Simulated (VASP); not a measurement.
A run of VASP 6.6.1:

The input INCAR:

```
PREC = Accurate ; ENCUT = 520
EDIFF = 1E-7 ; ISMEAR = -1
SIGMA = 0.1 ; LREAL = False
LASPH = True ; NELM = 80
ALGO = Normal ; ISIF = 2
LWAVE = False ; LCHARG = False
NBANDS = 12
```

The input KPOINTS:

```
regular mesh
0
Gamma
  9 9 13
```

The input POSCAR:

```
Al
1.0
    4.3949351798      0.0000000000      0.0000000000
   -2.1974675899      3.8061255137      0.0000000000
    0.0000000000      0.0000000000      2.7192143921
Al
3
Direct
    1.0000000000      1.0000000000      0.0000000000
    0.3333333333      0.6666666667      0.5000000000
    0.6666666667      0.3333333333      0.5000000000
```

Potentials or basis: VASP PAW LDA potentials, release 64 (Al).

Command:

```console
$ cat potpaw_LDA.64/Al/POTCAR > POTCAR
$ mpirun -np 1 vasp_std > vasp.out
```

Hardware: 1 thread of AMD EPYC 9R14 (Zen 4), on a shared host.

Task: Estimate the wall time of this run.

Result: It took 21 s on 1 thread of AMD EPYC 9R14 (Zen 4), on a shared host, peak memory 0.13 GiB. Counts: scf iterations 12, k points 84.
